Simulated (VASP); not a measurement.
Set up this calculation in VASP 6.6.1, as the native input.

| Item | Value |
| --- | --- |
| Task | single point |
| Functional | PBE |
| Potentials or basis | VASP PAW PBE potentials, release 64 (Ta_pv, N) |
| Cutoff | 520 eV |
| k mesh | 18 × 18 × 8 |
| Occupations | gaussian, width 0.1 eV |
| Spin | no spin polarisation |
| Dipole correction | no |
| Further INCAR settings | ALGO = Normal; EDIFF = 1e-06; NBANDS = 24 |

The structure of TaN lies in POSCAR:

```
TaN
1.0
    3.0200591234      0.0000000000      0.0000000000
   -1.5100295617      2.6154479218      0.0000000000
    0.0000000000      0.0000000000      6.0511618301
Ta N
2 2
Direct
    0.3333333333      0.6666666667      0.0329817585
    0.6666666667      0.3333333333      0.5329817585
    0.3333333333      0.6666666667      0.3520182415
    0.6666666667      0.3333333333      0.8520182415
```

This cell differs from its parent crystal: volume scaled by 0.91, then relaxed in part.

These files were run (other wordings do the same):

INCAR

```
ALGO = Normal
EDIFF = 1E-6
ENCUT = 520
GGA = PE
ISIF = 2
ISMEAR = 0
LASPH = T
LCHARG = F
LREAL = F
LWAVE = F
NBANDS = 24
NELM = 60
PREC = Accurate
SIGMA = 0.1
```

KPOINTS

```
k-points
0
Gamma
  18 18 8
```

Potentials or basis: VASP PAW PBE potentials, release 64 (Ta_pv, N).

Launch:

```bash
$ cat potpaw_PBE.64/Ta_pv/POTCAR potpaw_PBE.64/N/POTCAR > POTCAR
$ mpirun -np 1 vasp_std > vasp.out
```

It gave:

| Quantity | Value |
| --- | --- |
| Pressure | 27.8 GPa |
| Largest force | 0.025 eV/Å |
| Band gap on the k mesh | zero (band 16 reaches 7.35 eV, above the bottom of band 17 at 7.11 eV) |

Caveat: spin-orbit coupling is left out, which moves the levels of the heavy elements.

Wall time 110 s on 1 thread of Intel(R) Xeon(R) Platinum 8259CL CPU @ 2.50GHz (Skylake/Cascade Lake), with other jobs on the host, peak memory 0.31 GiB.
